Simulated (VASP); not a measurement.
Here is a VASP 6.6.1 calculation.

The input INCAR:

```
PREC     = Accurate       # precision mode
ENCUT    = 500            # plane-wave cutoff, eV
EDIFF    = 1E-6           # SCF threshold, eV
ISMEAR   = -1             # smearing method
SIGMA    = 0.05           # smearing width, eV
LREAL    = F              # projectors in reciprocal space
LASPH    = T              # aspherical terms in the spheres
NELM     = 120            # most SCF steps
ALGO     = Normal         # electronic algorithm
ISIF     = 2              # what is computed and relaxed
LWAVE    = F              # write WAVECAR
LCHARG   = F              # write CHGCAR
GGA      = PE             # functional
NBANDS   = 30             # bands
GGA_COMPAT= F
```

The input KPOINTS:

```
regular mesh
0
Gamma
  4 4 4
```

POSCAR

```
Ba3Tc
1.0
    5.2441567503      0.0000000000      0.0000000000
    0.0000000000      5.2441567503      0.0000000000
    0.0000000000      0.0000000000      5.2441567503
Tc Ba
1 3
Direct
    0.0000000000      0.0000000000      0.0000000000
    0.0000000000      0.5000000000      0.5000000000
    0.5000000000      0.0000000000      0.5000000000
    0.5000000000      0.5000000000      0.0000000000
```

Potentials or basis: VASP PAW PBE potentials, release 64 (Tc_pv, Ba_sv).

Run with:

```sh
$ cat potpaw_PBE.64/Tc_pv/POTCAR potpaw_PBE.64/Ba_sv/POTCAR > POTCAR
$ mpirun -np 1 vasp_std > vasp.out
```

**Question.** Estimate the band gap on the k mesh.

**Answer.** Zero (an odd number of electrons rules out a gap without spin polarisation).

**Question.** Estimate the pressure.

**Answer.** 0.8 GPa.

Caveat: spin-orbit coupling is left out, which moves the levels of the heavy elements.
